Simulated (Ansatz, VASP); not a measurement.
**Ta: VASP beside Ansatz**

INCAR

```
ALGO = Normal ; EDIFF = 1E-6
ENCUT = 520 ; GGA = PE
ISIF = 2 ; ISMEAR = 0
LASPH = True ; LCHARG = False
LREAL = False ; LWAVE = False
NBANDS = 12 ; NELM = 100
PREC = Accurate ; SIGMA = 0.15
```

The input KPOINTS:

```
k-points
0
Gamma
  20 20 20
```

The input POSCAR:

```
Ta
1.0
   -1.5935267674      1.5935267674      1.6916880163
    1.5935267674     -1.5935267674      1.6916880163
    1.5935267674      1.5935267674     -1.6916880163
Ta
1
Direct
    0.0000000000      0.0000000000      0.0000000000
```

Input for Ansatz:

```yaml
crystal:
  lattice:
    - [-1.5935267674, 1.5935267674, 1.6916880163]
    - [1.5935267674, -1.5935267674, 1.6916880163]
    - [1.5935267674, 1.5935267674, -1.6916880163]
  atoms:
    - { symbol: Ta, position: [0.0, 0.0, 0.0] }
basis:
  ecutwfc: 420
kpoints:
  mp_grid: { grid: [20, 20, 20] }
hamiltonian:
  xc: pbe
  pseudopotentials: { kind: paw, azcp: { folder: soft_1 } }
scf:
  occupations: { method: gaussian, width: 0.15 }
output:
  forces: true
  stress: true
  eigenvalues: true
```

Alike in both runs: task single point; functional PBE; k mesh 20 × 20 × 20; occupations gaussian, width 0.15 eV; no spin polarisation.

```csv
,VASP,Ansatz
version,VASP 6.6.1,Ansatz 0.2.0
potentials or method,"VASP PAW PBE potentials, release 64 (Ta_pv), cutoff 520 eV","scalar-relativistic, plane waves, PAW"
valence electrons in the cell,11,13
```

|  | VASP | Ansatz | Ansatz less VASP |
| --- | --- | --- | --- |
| gap on the k mesh at the Fermi level (eV) | none | none | - |
| pressure (GPa) | 14.3 | 14.1 | -0.19 |
| traceless stress, the component that is largest in VASP (GPa) | -4.99 | -4.98 | +0.003 |

A gap of «none» marks a metal or a gap that the smearing closes. VASP's potentials hold 11 valence electrons a cell and Ansatz's 13, so a difference there can come from the potentials and not from the codes.

Spin-orbit coupling is off throughout.
